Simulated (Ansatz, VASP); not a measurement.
**Nb: VASP beside Ansatz**

File POSCAR:

```
Nb
1.0
    0.0000000000      2.1996000000      2.1996000000
    2.1996000000      0.0000000000      2.1996000000
    2.1996000000      2.1996000000      0.0000000000
Nb
1
Direct
    0.0000000000      0.0000000000      0.0000000000
```

File INCAR.step1:

```
SYSTEM = Nb
ALGO     = Normal         ! electronic algorithm
EDIFF    = 1E-4           ! SCF threshold, eV
ENCUT    = 520            ! plane-wave cutoff, eV
GGA      = PE             ! functional
ISMEAR   = 0              ! smearing method
LASPH    = .True.         ! aspherical terms in the spheres
LCHARG   = .False.        ! write CHGCAR
LREAL    = .False.        ! projectors in reciprocal space
LWAVE    = .True.         ! write WAVECAR
NBANDS   = 12             ! bands
NELM     = 100            ! most SCF steps
PREC     = Accurate       ! precision mode
SIGMA    = 0.15           ! smearing width, eV
```

Contents of INCAR.step2:

```
SYSTEM = Nb
ALGO     = Normal         ! electronic algorithm
EDIFF    = 1E-7           ! SCF threshold, eV
ENCUT    = 520            ! plane-wave cutoff, eV
ISIF     = 2              ! what is computed and relaxed
ISMEAR   = 0              ! smearing method
ISTART   = 1            
LASPH    = .True.         ! aspherical terms in the spheres
LCHARG   = .False.        ! write CHGCAR
LMIXTAU  = .True.       
LREAL    = .False.        ! projectors in reciprocal space
LWAVE    = .False.        ! write WAVECAR
METAGGA  = R2SCAN         ! meta-GGA
NBANDS   = 12             ! bands
NELM     = 100            ! most SCF steps
PREC     = Accurate       ! precision mode
SIGMA    = 0.15           ! smearing width, eV
```

File KPOINTS:

```
k-points
0
Gamma
  20 20 20
  0 0 0
```

Input for Ansatz:

```yaml
crystal:
  lattice:
    - [0.0, 2.1996, 2.1996]
    - [2.1996, 0.0, 2.1996]
    - [2.1996, 2.1996, 0.0]
  atoms:
    - { symbol: Nb, position: [0.0, 0.0, 0.0] }
basis:
  ecutwfc: 500
kpoints:
  mp_grid: { grid: [20, 20, 20] }
hamiltonian:
  xc: r2scan
scf:
  occupations: { method: gaussian, width: 0.15 }
output:
  forces: true
  stress: true
  eigenvalues: true
```

Change from the starting cell: strain +0.040 along x and y, +0.040 along z, atoms carried along.

Alike in both runs: task single point; functional r2SCAN; k mesh 20 × 20 × 20; occupations gaussian, width 0.15 eV; no spin polarisation.

```csv
,VASP,Ansatz
version,VASP 6.6.1,Ansatz 0.2.0
potentials or method,"VASP PAW PBE potentials, release 64 (Nb_sv), cutoff 520 eV","scalar-relativistic, plane waves, PAW"
valence electrons in the cell,13,13
```

|  | VASP | Ansatz | Ansatz less VASP |
| --- | --- | --- | --- |
| gap on the k mesh at the Fermi level (eV) | none | none | - |
| pressure (GPa) | -17.4 | -17.3 | +0.17 |

VASP's potentials were made for PBE, not for r2SCAN. A gap of «none» marks a metal or a gap that the smearing closes. With one functional, cell and mesh, what is left measures potentials, basis and numerics.
